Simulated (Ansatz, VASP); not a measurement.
Two plane-wave programs on Si3Te

```xyz
4
Lattice="3.0824 0.0000 0.0000 0.0000 3.0824 0.0000 0.0000 0.0000 8.6826" Properties=species:S:1:pos:R:3 pbc="T T T"
Si    0.0000    0.0000    4.3413
Si    1.5412    1.5412    2.9670
Si    1.5412    1.5412    5.7156
Te    0.0000    0.0000    0.0000
```

Change from the starting cell: species swapped into the Al3Cu type (P4/mmm, No. 123).

Alike in both runs: functional PBE; k mesh 16 × 16 × 6; occupations gaussian, width 0.1 eV; no spin polarisation.

Ansatz relaxed the structure, and its values are those at the end. VASP's run is a single point on that final structure, the one shown.

|  | VASP | Ansatz |
| --- | --- | --- |
| version | VASP 6.6.1 | Ansatz 0.2.0 |
| potentials or method | VASP PAW PBE potentials, release 64 (Si, Te), cutoff 500 eV | scalar-relativistic, plane waves, PAW |
| valence electrons in the cell | 18 | 28 |

```csv
,VASP,Ansatz,Ansatz less VASP
gap on the k mesh at the Fermi level (eV),none,none,-
pressure (GPa),0.0,0.0,+0.04
rms of the force components (eV/Å),0.003,0.001,-0.0028
```

A gap of «none» marks a metal or a gap that the smearing closes. VASP's potentials hold 18 valence electrons a cell and Ansatz's 28, so a difference there can come from the potentials and not from the codes.

Spin-orbit coupling is off throughout.
